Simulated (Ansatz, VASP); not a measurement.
Te2Mo in VASP and in Ansatz

```xyz
12
Lattice="3.4506 0.0000 0.0000 0.0000 6.3207 0.0000 0.0000 0.0000 13.6519" Properties=species:S:1:pos:R:3 pbc="T T T"
Mo    0.0000    3.8021    6.8316
Mo    1.7253    2.5187    0.0056
Mo    0.0000    0.2356    0.2015
Mo    1.7253    6.0852    7.0275
Te    0.0000    5.4172    8.9824
Te    1.7253    0.9035    2.1564
Te    0.0000    4.0880    1.5178
Te    1.7253    2.2327    8.3438
Te    0.0000    1.8655   11.7037
Te    1.7253    4.4552    4.8777
Te    0.0000    1.3338    5.5099
Te    1.7253    4.9869   12.3359
```

Alike in both runs: functional PBEsol; k mesh 10 × 6 × 4; occupations gaussian, width 0.1 eV; no spin polarisation.

Ansatz relaxed the structure, and its values are those at the end. VASP's run is a single point on that final structure, the one shown.

```csv
,VASP,Ansatz
version,VASP 6.6.1,Ansatz 0.2.0
potentials or method,"VASP PAW PBE potentials, release 64 (Mo_sv, Te), cutoff 520 eV","scalar-relativistic, plane waves, PAW"
valence electrons in the cell,104,184
```

|  | VASP | Ansatz | Ansatz less VASP |
| --- | --- | --- | --- |
| gap on the k mesh at the Fermi level (eV) | none | none | - |
| pressure (GPa) | 0.1 | 0.0 | -0.11 |
| rms of the force components (eV/Å) | 0.012 | 0.001 | -0.0112 |

VASP's potentials were made for PBE, not for PBEsol. A gap of «none» marks a metal or a gap that the smearing closes. VASP's potentials hold 104 valence electrons a cell and Ansatz's 184, so a difference there can come from the potentials and not from the codes.

Spin-orbit coupling is off throughout.
